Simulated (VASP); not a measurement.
Wanted: the native input for a VASP 6.6.1 run.

* Task: single point
* Functional: PBE
* Potentials or basis: VASP PAW PBE potentials, release 64 (K_sv, Ca_sv, Cl)
* Cutoff: 520 eV
* k mesh: 6 × 6 × 2
* Occupations: gaussian, width 0.1 eV
* Spin: no spin polarisation
* Dipole correction: no
* Further INCAR settings: ALGO = Normal; EDIFF = 1e-07; NBANDS = 36

The structure of K2Ca3Cl lies in POSCAR:

```
K2Ca3Cl
1.0
    5.9876044172      0.0000000000      0.0000000000
   -2.9938022086      5.1854175331      0.0000000000
    0.0000000000      0.0000000000      9.7948494283
K Ca Cl
2 3 1
Direct
    0.6666666667      0.3333333333      0.3621703408
    0.3333333333      0.6666666667      0.6378296592
    0.6666666667      0.3333333333      0.9093665885
    0.3333333333      0.6666666667      0.0906334115
    0.0000000000      0.0000000000      0.0000000000
    0.0000000000      0.0000000000      0.5000000000
```

The cell was generated, and may not be a known phase.

The input as run:

INCAR

```
ALGO = Normal
EDIFF = 1E-7
ENCUT = 520
GGA = PE
ISIF = 2
ISMEAR = 0
LASPH = T
LCHARG = F
LREAL = F
LWAVE = F
NBANDS = 36
NELM = 80
PREC = Accurate
SIGMA = 0.1
```

KPOINTS

```
k-points
0
Gamma
  6 6 2
```

Potentials or basis: VASP PAW PBE potentials, release 64 (K_sv, Ca_sv, Cl).

Launch:

```sh
$ cat potpaw_PBE.64/K_sv/POTCAR potpaw_PBE.64/Ca_sv/POTCAR potpaw_PBE.64/Cl/POTCAR > POTCAR
$ mpirun -np 1 vasp_std > vasp.out
```

Results of the run:

The pressure is 0.0 GPa. The largest force is 0.025 eV/Å and the band gap on the k mesh is zero (an odd number of electrons rules out a gap without spin polarisation).

Run time: 2.2 min on 1 thread of Intel(R) Xeon(R) 6975P-C (Granite Rapids) (shared host), peak memory 0.52 GiB.
